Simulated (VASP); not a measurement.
# Fe3Co (P4/mmm) in VASP: notebook

Fe3Co is run at these levels: PBEsol; tasks: single point.

All numbers are computed with VASP 6.6.1; they aren't measurements. Logs are shortened: lines on timing, memory, paths and dates and some standing lists are left out, and cuts for length are marked.

## 1. The cell of the first run

The structure is tetragonal, space group P4/mmm (No. 123). Conventional cell: a = 4.024 Å, b = 4.024 Å, c = 2.828 Å, α = 90.00°, β = 90.00°, γ = 90.00°. Within 3.2 Å of Fe (site symmetry 4/mmm) lie 10 Fe at 2.46 to 2.83 Å and 4 Co at 2.85 Å. Within 3.2 Å of Fe (site symmetry mmm) lie 10 Fe at 2.46 to 2.85 Å and 4 Co at 2.46 Å. Within 3.2 Å of Co (site symmetry 4/mmm) lie 12 Fe at 2.46 to 2.85 Å and 2 Co at 2.83 Å.

## 2. Single point, PBEsol

Input file INCAR:

```
SYSTEM = Fe3Co
PREC = Accurate
ENCUT = 520
EDIFF = 1E-7
ISMEAR = 0
SIGMA = 0.1
LREAL = .FALSE.
LASPH = .TRUE.
NELM = 60
ALGO = Fast
ISIF = 2
LWAVE = .FALSE.
LCHARG = .TRUE.
GGA = PS
LELF = .TRUE.
LVHAR = .TRUE.
NBANDS = 24
```

Input file KPOINTS:

```
Automatic mesh
0
G
  10 10 14
  0 0 0
```

Input file POSCAR:

```
Fe3Co
1.0
    4.0235794450      0.0000000000      0.0000000000
    0.0000000000      4.0235794450      0.0000000000
    0.0000000000      0.0000000000      2.8277051700
Fe Co
3 1
Direct
    0.5000000000      0.5000000000      0.0000000000
    0.5000000000      0.0000000000      0.5000000000
    0.0000000000      0.5000000000      0.5000000000
    0.0000000000      0.0000000000      0.0000000000
```

Potentials or basis: VASP PAW PBE potentials, release 64 (Fe, Co).

Launch:

```bash
cat potpaw_PBE.64/Fe/POTCAR potpaw_PBE.64/Co/POTCAR > POTCAR
mpirun -np 1 vasp_std > vasp.out
```

OUTCAR:

```text
SYSTEM = Fe3Co
   PREC = Accurate
   ENCUT = 520
   EDIFF = 1E-7
   ISMEAR = 0
   LREAL = .FALSE.
   LASPH = .TRUE.
   NELM = 60
   ISIF = 2
   GGA = PS

 ion  position               nearest neighbor table
   1  0.500  0.500  0.000-   2 2.46   3 2.46   2 2.46   3 2.46   2 2.46   2 2.46   3 2.46   3 2.46
                             4 2.85   4 2.85   4 2.85   4 2.85
   2  0.500  0.000  0.500-   1 2.46   4 2.46   1 2.46   4 2.46   1 2.46   1 2.46   4 2.46   4 2.46
                             3 2.85   3 2.85   3 2.85   3 2.85
   3  0.000  0.500  0.500-   1 2.46   4 2.46   1 2.46   4 2.46   4 2.46   4 2.46   1 2.46   1 2.46
                             2 2.85   2 2.85   2 2.85   2 2.85
   4  0.000  0.000  0.000-   2 2.46   3 2.46   2 2.46   3 2.46   3 2.46   3 2.46   2 2.46   2 2.46
                             1 2.85   1 2.85   1 2.85   1 2.85

  LATTYP: Found a simple tetragonal cell.
 ALAT       =     4.0235794450
 C/A-ratio  =     0.7027834814

  Lattice vectors:

 A1 = (   4.0235794450,   0.0000000000,   0.0000000000)
 A2 = (   0.0000000000,   4.0235794450,   0.0000000000)
 A3 = (   0.0000000000,   0.0000000000,   2.8277051700)

Analysis of symmetry for initial positions (statically):
=====================================================================
 Subroutine PRICEL returns:
 Original cell was already a primitive cell.

 Routine SETGRP: Setting up the symmetry group for a
 simple tetragonal supercell.

 Subroutine GETGRP returns: Found 16 space group operations
 (whereof 16 operations were pure point group operations)
 out of a pool of 16 trial point group operations.

The static configuration has the point symmetry D_4h.

Analysis of symmetry for dynamics (positions and initial velocities):
=====================================================================
 Subroutine PRICEL returns:
 Original cell was already a primitive cell.

 Routine SETGRP: Setting up the symmetry group for a
 simple tetragonal supercell.

 Subroutine GETGRP returns: Found 16 space group operations
 (whereof 16 operations were pure point group operations)
 out of a pool of 16 trial point group operations.

The dynamic configuration has the point symmetry D_4h.

 Subroutine INISYM returns: Found 16 space group operations
 (whereof 16 operations are pure point group operations),
 and found     1 'primitive' translations

----------------------------------------------------------------------------------------

                                     Primitive cell

  volume of cell :      45.7783

  direct lattice vectors                    reciprocal lattice vectors
     4.023579445  0.000000000  0.000000000     0.248534921  0.000000000  0.000000000
     0.000000000  4.023579445  0.000000000     0.000000000  0.248534921  0.000000000
     0.000000000  0.000000000  2.827705170     0.000000000  0.000000000  0.353643658

  length of vectors
     4.023579445  4.023579445  2.827705170     0.248534921  0.248534921  0.353643658

  position of ions in fractional coordinates (direct lattice)
     0.500000000  0.500000000  0.000000000
     0.500000000  0.000000000  0.500000000
     0.000000000  0.500000000  0.500000000
     0.000000000  0.000000000  0.000000000

  ion indices of the primitive-cell ions
   primitive index   ion index
                 1           1
                 2           2
                 3           3
                 4           4

----------------------------------------------------------------------------------------

 KPOINTS: Automatic mesh

Automatic generation of k-mesh.
 Grid dimensions read from file:
 generate k-points for:   10   10   14

 Generating k-lattice:

  Cartesian coordinates                     Fractional coordinates (reciprocal lattice)
     0.024853492  0.000000000  0.000000000     0.100000000  0.000000000  0.000000000
     0.000000000  0.024853492  0.000000000     0.000000000  0.100000000  0.000000000
     0.000000000  0.000000000  0.025260261     0.000000000  0.000000000  0.071428571

  Length of vectors
     0.024853492  0.024853492  0.025260261

  Shift w.r.t. Gamma in fractional coordinates (k-lattice)
     0.000000000  0.000000000  0.000000000

 Subroutine IBZKPT returns following result:
 ===========================================

 Found    168 irreducible k-points:

 Following reciprocal coordinates:
            Coordinates               Weight
  0.000000  0.000000  0.000000      1.000000
  0.100000  0.000000  0.000000      4.000000
  0.200000  0.000000  0.000000      4.000000
  0.300000  0.000000  0.000000      4.000000
  0.400000  0.000000  0.000000      4.000000
  0.500000  0.000000  0.000000      2.000000
[... 16 lines left out ...]
  0.100000  0.000000  0.071429      8.000000
  0.200000  0.000000  0.071429      8.000000
 [... further k-points ...]
   k-points           NKPTS =    168   k-points in BZ     NKDIM =    168   number of bands    NBANDS=     24
   number of dos      NEDOS =    301   number of ions     NIONS =      4
   total plane-waves  NPLWV =  21600
   dimension x,y,z NGX =    30 NGY =   30 NGZ =   24
   dimension x,y,z NGXF=    60 NGYF=   60 NGZF=   48
   ions per type =               3   1
   NGX,Y,Z   is equivalent  to a cutoff of  12.40, 12.40, 14.11 a.u.
   NGXF,Y,Z  is equivalent  to a cutoff of  24.79, 24.79, 28.22 a.u.
 SYSTEM =  Fe3Co
   PREC   = accura    normal or accurate (medium, high low for compatibility)
   ISTART =      0    job   : 0-new  1-cont  2-samecut
   ICHARG =      2    charge: 1-file 2-atom 10-const
   ISPIN  =      1    spin polarized calculation?
   LNONCOLLINEAR =      F non collinear calculations
   LSORBIT =      F    spin-orbit coupling
   LASPH  =      T    aspherical Exc in radial PAW
   ENCUT  =  520.0 eV  38.22 Ry    6.18 a.u.   7.48  7.48  5.26*2*pi/ulx,y,z
   NELM   =     60;   NELMIN=  2; NELMDL= -5     # of ELM steps
   EDIFF  = 0.1E-06   stopping-criterion for ELM
   LREAL  =      F    real-space projection
   EDIFFG = 0.1E-05   stopping-criterion for IOM
   NSW    =      0    number of steps for IOM
   IBRION =     -1    ionic relax: 0-MD 1-quasi-New 2-CG
   NFREE  =      0    steps in history (QN), initial steepest desc. (CG)
   ISIF   =      2    stress and relaxation
   ISYM   =      2    0-nonsym 1-usesym 2-fastsym
   POTIM  = 0.5000    time-step for ionic-motion
   TEBEG  =    0.0;   TEEND  =   0.0 temperature during run
   PSTRESS=    0.0 pullay stress
   NELECT =      33.0000    total number of electrons
   NUPDOWN=      -1.0000    fix difference up-down
   EMIN   =  10.00;   EMAX   =-10.00  energy-range for DOS
   EFERMI =   0.00;   METHOD = LEGACY
   ISMEAR =     0;   SIGMA  =   0.10  broadening in eV -4-tet -1-fermi 0-gaus
   EFERMI_NEDOS =   21; number of points for ismear=-14 and -15
   IALGO  =     68    algorithm
   IMIX   =      4    mixing-type and parameters
     AMIX     =   0.40;   BMIX     =  1.00
     AMIX_MAG =   1.60;   BMIX_MAG =  1.00
  volume/ion in A,a.u.               =      11.44        77.23
  Fermi-wavevector in a.u.,A,eV,Ry     =   1.467888  2.773907 29.316425  2.154696
  Thomas-Fermi vector in A             =   2.583452
   LORBIT       =      0    0 simple, 1 ext, 2 COOP (PROOUT), +10 PAW based schemes
   GGA     = PS    functional components
   LHFCALC =     F    Hartree Fock is set to
   AEXX    =    0.0000 exact exchange contribution
   IVDW    =     0    specifies the selected vdW correction
   LEPSILON=     F    determine dielectric tensor
   LRPA    =     F    only Hartree local field effects (RPA)
 non-spin polarized calculation
 RMM-DIIS sequential band-by-band and
 Gauss-broadening in eV      SIGMA  =   0.10
  energy-cutoff  :      520.00
  volume of cell :       45.78
 maximum number of plane-waves:      1262
 NGX is ok and might be reduce to    30
   NGX = 15   NGY = 15   NGZ = 11

 number of electron      33.0000007 magnetization

 Free energy of the ion-electron system (eV)
  ---------------------------------------------------
  ext. energy  EPLUGINS =         0.00000000
  ---------------------------------------------------
  free energy    TOTEN  =       -32.35151134 eV

  energy without entropy =      -32.26412286  energy(sigma->0) =      -32.30781710

 E-fermi :   6.5032     XC(G=0): -13.2797

 val. band max:        6.5024814069   @ k =   0.1000   0.1000   0.4286
 cond. band min:       6.5065768681   @ k =   0.5000   0.4000   0.0714
 fundamental gap:      0.0040954612
 Fermi energy:         6.5032124759

 k-point     1 :       0.0000    0.0000    0.0000
  band No.  band energies     occupation
      1      -1.9128      2.00000
      2       2.1197      2.00000
      3       2.1692      2.00000
      4       2.4621      2.00000
      5       2.4908      2.00000
      6       3.8323      2.00000
[... 16 lines left out ...]
     23       7.6447      0.00000
     24      14.0531      0.00000

 k-point     2 :       0.1000    0.0000    0.0000
  band No.  band energies     occupation
      1      -1.8103      2.00000
      2       2.1142      2.00000
      3       2.2164      2.00000
      4       2.5049      2.00000
      5       2.5339      2.00000
      6       3.8571      2.00000
[... 16 lines left out ...]
     23       7.6715      0.00000
     24      14.0297      0.00000

 k-point     3 :       0.2000    0.0000    0.0000
  band No.  band energies     occupation
      1      -1.5073      2.00000
      2       2.0058      2.00000
      3       2.3957      2.00000
      4       2.6334      2.00000
      5       2.6556      2.00000
      6       3.9296      2.00000
[... 16 lines left out ...]
     23       8.6090      0.00000
     24      14.0631      0.00000
[... 514 lines left out ...]
 k-point    23 :       0.1000    0.0000    0.0714
  band No.  band energies     occupation
      1      -1.7052      2.00000
      2       2.1898      2.00000
      3       2.2885      2.00000
      4       2.5510      2.00000
      5       2.5772      2.00000
      6       3.8423      2.00000
[... 16 lines left out ...]
     23       8.4231      0.00000
     24      14.0410      0.00000

 k-point    24 :       0.2000    0.0000    0.0714
  band No.  band energies     occupation
      1      -1.4043      2.00000
      2       2.0877      2.00000
      3       2.4649      2.00000
      4       2.6755      2.00000
      5       2.7009      2.00000
      6       3.9129      2.00000
[... 16 lines left out ...]
     23       9.0246      0.00000
     24      14.0763      0.00000

 [... further k-points ...]
[... 5 lines left out ...]
  --------------------------------------------------------------------------------------
  -------------------------------------------------------------------------------------
  Total       -7.8657512     -7.8657512     -7.9168392      0.0000000      0.0000000      0.0000000
  in kB     -275.2906734   -275.2906734   -277.0786868      0.0000000      0.0000000      0.0000000
  external PRESSURE =    -275.8866779 kB  Pullay stress =       0.0000000 kB

 VOLUME and BASIS-vectors are now :
 -----------------------------------------------------------------------------
  energy-cutoff  :      520.00
  volume of cell :       45.78
      direct lattice vectors                 reciprocal lattice vectors
     4.023579445  0.000000000  0.000000000     0.248534921  0.000000000  0.000000000
     0.000000000  4.023579445  0.000000000     0.000000000  0.248534921  0.000000000
     0.000000000  0.000000000  2.827705170     0.000000000  0.000000000  0.353643658

 POSITION                                       TOTAL-FORCE (eV/Angst)
 -----------------------------------------------------------------------------------
      2.01179      2.01179      0.00000         0.000000      0.000000      0.000000
      2.01179      0.00000      1.41385         0.000000      0.000000      0.000000
      0.00000      2.01179      1.41385         0.000000      0.000000      0.000000
      0.00000      0.00000      0.00000         0.000000      0.000000      0.000000
 -----------------------------------------------------------------------------------
    total drift:                                0.000000      0.000000     -0.000000

  FREE ENERGIE OF THE ION-ELECTRON SYSTEM (eV)
  ---------------------------------------------------
  free  energy   TOTEN  =       -32.3515113413 eV

  energy  without entropy=      -32.2641228586  energy(sigma->0) =      -32.30781710
```

Wall time 1.8 min (1 thread of Intel Xeon 6975P-C (Granite Rapids), shared host); peak memory 0.28 GiB.

Results:

| Property | Result |
| --- | --- |
| Free energy | -32.3515 eV |
| Pressure | -27.6 GPa |

Caveat: the PAW data sets were made with another functional, which shifts forces and pressure a little; the run has no spin polarisation, though such a crystal can be magnetic. Spin polarisation is off, so any magnetic state and its effect on volume and gap are missing.

## 3. Single point, PBEsol

This run uses another cell than the first one, of 11.90 Å³/atom, 1.040 times its volume.

Input file INCAR:

```
PREC = Accurate
ENCUT = 520
EDIFF = 1E-6
ISMEAR = 0
SIGMA = 0.1
LREAL = F
LASPH = T
NELM = 80
ALGO = Fast
ISIF = 2
LWAVE = F
LCHARG = T
GGA = PS
LELF = T
LVHAR = T
NBANDS = 24
```

Input file KPOINTS:

```
regular mesh
0
Gamma
  10 10 14
```

Input file POSCAR:

```
Fe3Co
1.0
    4.0765273517      0.0000000000      0.0000000000
    0.0000000000      4.0765273517      0.0000000000
    0.0000000000      0.0000000000      2.8649160842
Fe Co
3 1
Direct
    0.5000000000      0.5000000000      0.0000000000
    0.5000000000      0.0000000000      0.5000000000
    0.0000000000      0.5000000000      0.5000000000
    0.0000000000      0.0000000000      0.0000000000
```

Potentials or basis: VASP PAW PBE potentials, release 64 (Fe, Co).

Launch:

```bash
cat potpaw_PBE.64/Fe/POTCAR potpaw_PBE.64/Co/POTCAR > POTCAR
mpirun -np 1 vasp_std > vasp.out
```

It took 92 s on 1 thread of Intel Xeon 6975P-C (Granite Rapids), shared host; peak memory 0.29 GiB.

It converged, with:

* Free energy: -32.0043 eV
* Pressure: -32.9 GPa

Stress tensor (GPa, compression positive):
```
-32.86   0.00   0.00
  0.00 -32.86   0.00
  0.00   0.00 -33.07
```

Levels at points of the mesh, in eV from the Fermi level:
```
           k point  band 13  band 14  band 15  band 16  band 17  band 18  band 19  band 20
(0.00, 0.00, 0.00)    -0.11    -0.06     0.07     0.20     0.45     0.45     0.75     0.75
(0.50, 0.00, 0.00)    -0.63    -0.49    -0.39    -0.38    -0.27    -0.26    -0.10     0.06
(0.50, 0.50, 0.00)    -1.05    -1.05    -1.02    -1.01    -0.46    -0.46    -0.28    -0.25
(0.00, 0.00, 0.50)    -1.05    -1.05    -0.50    -0.28     0.01     0.02     0.24     0.26
(0.50, 0.00, 0.50)    -0.35    -0.26    -0.17    -0.15     0.02     0.28     0.30     0.33
(0.50, 0.50, 0.50)     0.00     0.12     0.22     0.22     0.47     0.50     0.50     0.54
```

Caveat: the PAW data sets were made with another functional, which shifts forces and pressure a little; the run has no spin polarisation, though such a crystal can be magnetic. Spin polarisation is off, so any magnetic state and its effect on volume and gap are missing.

## 4. Single point, PBEsol

This run uses another cell than the first one, of 12.59 Å³/atom, 1.100 times its volume.

Input file INCAR:

```
SYSTEM = Fe3Co
PREC = Accurate ; ENCUT = 520
EDIFF = 1E-6 ; ISMEAR = 0
SIGMA = 0.1 ; LREAL = .FALSE.
LASPH = .TRUE. ; NELM = 80
ALGO = Fast ; ISIF = 2
LWAVE = .FALSE. ; LCHARG = .TRUE.
GGA = PS ; LELF = .TRUE.
LVHAR = .TRUE. ; NBANDS = 24
```

Input file KPOINTS:

```
regular mesh
0
G
  10 10 14
  0 0 0
```

Input file POSCAR:

```
Fe3Co
1.0
    4.1534610540      0.0000000000      0.0000000000
    0.0000000000      4.1534610540      0.0000000000
    0.0000000000      0.0000000000      2.9189838194
Fe Co
3 1
Direct
    0.5000000000      0.5000000000      0.0000000000
    0.5000000000      0.0000000000      0.5000000000
    0.0000000000      0.5000000000      0.5000000000
    0.0000000000      0.0000000000      0.0000000000
```

Launch:

```bash
cat potpaw_PBE.64/Fe/POTCAR potpaw_PBE.64/Co/POTCAR > POTCAR
mpirun -np 1 vasp_std > vasp.out
```

It took 78 s on 1 thread of Intel Xeon 6975P-C (Granite Rapids), shared host; peak memory 0.3 GiB.

The run converged. Its results:

```
Free energy : -31.3886 eV
Pressure    : -38.6 GPa
```

Stress tensor (GPa, compression positive):
```
-38.49   0.00   0.00
  0.00 -38.49   0.00
  0.00   0.00 -38.75
```

Levels at points of the mesh, in eV from the Fermi level:
```
           k point  band 13  band 14  band 15  band 16  band 17  band 18  band 19  band 20
(0.00, 0.00, 0.00)    -0.10    -0.05     0.06     0.18     0.48     0.48     0.69     0.69
(0.50, 0.00, 0.00)    -0.58    -0.45    -0.36    -0.35    -0.24    -0.24    -0.09     0.06
(0.50, 0.50, 0.00)    -0.96    -0.96    -0.94    -0.93    -0.43    -0.43    -0.26    -0.23
(0.00, 0.00, 0.50)    -0.97    -0.97    -0.46    -0.26     0.01     0.01     0.22     0.24
(0.50, 0.00, 0.50)    -0.32    -0.24    -0.15    -0.14     0.01     0.26     0.27     0.30
(0.50, 0.50, 0.50)     0.00     0.11     0.20     0.20     0.51     0.53     0.53     0.55
```

Caveat: the PAW data sets were made with another functional, which shifts forces and pressure a little; the run has no spin polarisation, though such a crystal can be magnetic. Spin polarisation is off, so any magnetic state and its effect on volume and gap are missing.

## 5. Single point, PBEsol

This run uses another cell than the first one, of 13.50 Å³/atom, 1.180 times its volume.

Input file INCAR:

```
SYSTEM = Fe3Co
ALGO = Fast ; EDIFF = 1E-7
ENCUT = 520 ; GGA = PS
ISIF = 2 ; ISMEAR = 0
LASPH = .TRUE. ; LCHARG = .TRUE.
LELF = .TRUE. ; LREAL = .FALSE.
LVHAR = .TRUE. ; LWAVE = .FALSE.
NBANDS = 24 ; NELM = 60
PREC = Accurate ; SIGMA = 0.1
```

Input file KPOINTS:

```
k-points
0
G
  10 10 14
  0 0 0
```

Input file POSCAR:

```
Fe3Co
1.0
    4.2518041347      0.0000000000      0.0000000000
    0.0000000000      4.2518041347      0.0000000000
    0.0000000000      0.0000000000      2.9880977120
Fe Co
3 1
Direct
    0.5000000000      0.5000000000      0.0000000000
    0.5000000000      0.0000000000      0.5000000000
    0.0000000000      0.5000000000      0.5000000000
    0.0000000000      0.0000000000      0.0000000000
```

Launch:

```bash
cat potpaw_PBE.64/Fe/POTCAR potpaw_PBE.64/Co/POTCAR > POTCAR
mpirun -np 1 vasp_std > vasp.out
```

It took 84 s on 1 thread of Intel Xeon 6975P-C (Granite Rapids), shared host; peak memory 0.31 GiB.

It converged, with:

| Quantity | Value |
| --- | --- |
| Free energy | -30.4531 eV |
| Pressure | -42.9 GPa |

Stress tensor (GPa, compression positive):
```
-42.81   0.00   0.00
  0.00 -42.81   0.00
  0.00   0.00 -43.10
```

Levels at points of the mesh, in eV from the Fermi level:
```
           k point  band 12  band 13  band 14  band 15  band 16  band 17  band 18  band 19  band 20  band 21
(0.00, 0.00, 0.00)    -0.13    -0.10    -0.04     0.06     0.16     0.53     0.53     0.62     0.62     0.66
(0.50, 0.00, 0.00)    -0.91    -0.53    -0.40    -0.33    -0.31    -0.22    -0.22    -0.08     0.06     0.67
(0.50, 0.50, 0.00)    -0.91    -0.86    -0.86    -0.85    -0.83    -0.38    -0.38    -0.23    -0.21     0.57
(0.00, 0.00, 0.50)    -1.00    -0.87    -0.87    -0.41    -0.23     0.01     0.01     0.19     0.21     0.69
(0.50, 0.00, 0.50)    -1.65    -0.29    -0.21    -0.13    -0.12     0.01     0.23     0.24     0.27     2.15
(0.50, 0.50, 0.50)    -0.06     0.00     0.10     0.18     0.18     0.56     0.57     0.57     0.59     0.76
```

Caveat: the PAW data sets were made with another functional, which shifts forces and pressure a little; the run has no spin polarisation, though such a crystal can be magnetic.

## 6. Summary

| cell | further INCAR settings | gap on the mesh (eV) | pressure (GPa) |
| --- | --- | --- | --- |
| a = 4.024, b = 4.024, c = 2.828 Å, 4 atoms | ALGO = Fast; EDIFF = 1e-07; NBANDS = 24 | none | -27.6 |
| a = 4.077, b = 4.077, c = 2.865 Å, 4 atoms | ALGO = Fast; EDIFF = 1e-06; NBANDS = 24 | none | -32.9 |
| a = 4.153, b = 4.153, c = 2.919 Å, 4 atoms | ALGO = Fast; EDIFF = 1e-06; NBANDS = 24 | none | -38.6 |
| a = 4.252, b = 4.252, c = 2.988 Å, 4 atoms | ALGO = Fast; EDIFF = 1e-07; NBANDS = 24 | none | -42.9 |

Alike in all rows: task single point; level PBEsol; potentials or basis VASP PAW PBE potentials, release 64 (Fe, Co); no spin polarisation; k mesh 10 × 10 × 14; cutoff (eV) 520; smearing gaussian 0.1 eV.

Caveats: the PAW data sets were made with another functional, which shifts forces and pressure a little; the run has no spin polarisation, though such a crystal can be magnetic.

Absolute energies hang on the potentials; compare differences alone.
